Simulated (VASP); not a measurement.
Here is a VASP 6.6.1 calculation.

Contents of INCAR:

```
SYSTEM = H4C3O2
PREC     = Accurate       ! precision mode
ENCUT    = 520            ! plane-wave cutoff, eV
EDIFF    = 1E-7           ! SCF threshold, eV
ISMEAR   = -1             ! smearing method
SIGMA    = 0.05           ! smearing width, eV
LREAL    = Auto         
LASPH    = .True.         ! aspherical terms in the spheres
NELM     = 60             ! most SCF steps
ALGO     = Normal         ! electronic algorithm
ISIF     = 2              ! what is computed and relaxed
LWAVE    = .False.        ! write WAVECAR
LCHARG   = .True.         ! write CHGCAR
GGA      = PS             ! functional
LELF     = .True.         ! ELF
LVHAR    = .True.       
NBANDS   = 80             ! bands
```

The input KPOINTS:

```
regular mesh
0
Gamma
  1 1 1
  0 0 0
```

The input POSCAR:

```
H4C3O2
1.0
    7.8232050000      0.0000000000      0.0000000000
    0.0000000000      7.8232050000      0.0000000000
    0.0000000000      0.0000000000      7.8232050000
O C H
8 12 16
Direct
    0.3544071771      0.4473741900     -0.0055092510
    0.3043126187      0.7028065863      0.1059668001
    0.7510221195      0.3836790676      0.4111486277
    0.9518349577      0.4574084407      0.2070762558
    0.3307979274      0.2446951090      0.2896255435
    0.2511886113      0.4001301257      0.5274181106
    0.5048953722      0.9645024002      0.0454033865
    0.6714383683      0.7971924550     -0.1243735783
    0.3165198918      0.6126133727     -0.0189180777
    0.8174015637      0.3958735582      0.2521600802
    0.2126749842      0.2964002605      0.4175015227
    0.6417063083      0.9439098170     -0.0709555738
    0.0333878506      0.0287733736      0.8659366590
    0.1079480852      0.1587328978      0.8929332671
    0.9399600292      0.8430176635      0.4317795584
    1.0623267574      0.8267583426      0.3335205967
    0.4509660683      0.8487314342      0.4844050488
    0.4507487660      0.6934753723      0.4847373934
    0.5158755267      0.2817643153      0.7096452157
    0.6424093450      0.3576155808      0.7414608207
    0.3733891672      0.4111741927      0.1309565581
    0.2894977186      0.6605732561     -0.1395719529
    0.8435161804      0.4480388792      0.4807492581
    0.7315288299      0.3067157258      0.1759125576
    0.2692502625      0.1368748486      0.2256108590
    0.0931204027      0.2110516086      0.4033640944
    0.4628026493      0.8631500772      0.0868825501
    0.7331522055      1.0643080425     -0.0707382716
    0.2161006902      0.2848193292      0.9544937145
   -0.0362127798     -0.0846839626      0.8325232434
    1.1705688398      0.7381885046      0.2431867758
    0.8380964068      0.9280978832      0.5020576605
    0.3986984874      0.5444571630      0.4785506707
    0.4850058256      0.9739358741      0.5371072342
    0.7198712037      0.4708939623      0.7489257919
    0.4255672707      0.1849625569      0.6538113216
```

Potentials or basis: VASP PAW PBE potentials, release 64 (O, C, H).

Launch:

```console
$ cat potpaw_PBE.64/O/POTCAR potpaw_PBE.64/C/POTCAR potpaw_PBE.64/H/POTCAR > POTCAR
$ mpirun -np 1 vasp_gam > vasp.out
```

Question: Estimate the pressure.

Answer: -2.2 GPa.

Question: Estimate the band gap on the k mesh.

Answer: 3.41 eV.

Question: What does it give for the largest force?

Answer: 7.044 eV/Å.

Stress tensor (GPa, compression positive):
```
-2.36 -0.42  0.65
-0.42 -3.05 -1.53
 0.65 -1.53 -1.18
```

Caveat: the k points lie up to 0.80 Å⁻¹ apart; the PAW data sets were made with another functional, which shifts forces and pressure a little.
